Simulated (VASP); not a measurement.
HfN, 2 atoms in the cell. The structure is cubic, space group F-43m (No. 216). Conventional cell: a = 4.910 Å, b = 4.910 Å, c = 4.910 Å, α = 90.00°, β = 90.00°, γ = 90.00°. Within 2.8 Å of Hf (site symmetry -43m) lie 4 N at 2.13 Å. Within 2.8 Å of N (site symmetry -43m) lie 4 Hf at 2.13 Å. 

* Program: VASP 6.6.1
* Task: single point
* Functional: PBE
* Potentials or basis: VASP PAW PBE potentials, release 64 (Hf_pv, N)
* Cutoff: 520 eV
* k mesh: 9 × 9 × 9
* Occupations: gaussian, width 0.05 eV
* Spin: no spin polarisation
* Dipole correction: no
* Further INCAR settings: ALGO = Normal; EDIFF = 1e-06; NBANDS = 14

Potentials or basis: VASP PAW PBE potentials, release 64 (Hf_pv, N).

Launch:

```sh
$ cat potpaw_PBE.64/Hf_pv/POTCAR potpaw_PBE.64/N/POTCAR > POTCAR
$ mpirun -np 1 vasp_std > vasp.out
```

Hardware: 1 thread of Intel(R) Xeon(R) Platinum 8259CL CPU @ 2.50GHz (Skylake/Cascade Lake) (shared host).

**Question.** How long does it take, and how much memory?

**Answer.** Wall time 38 s on 1 thread of Intel(R) Xeon(R) Platinum 8259CL CPU @ 2.50GHz (Skylake/Cascade Lake), on a shared host, peak memory 0.16 GiB. Counts: scf iterations 13, k points 35.
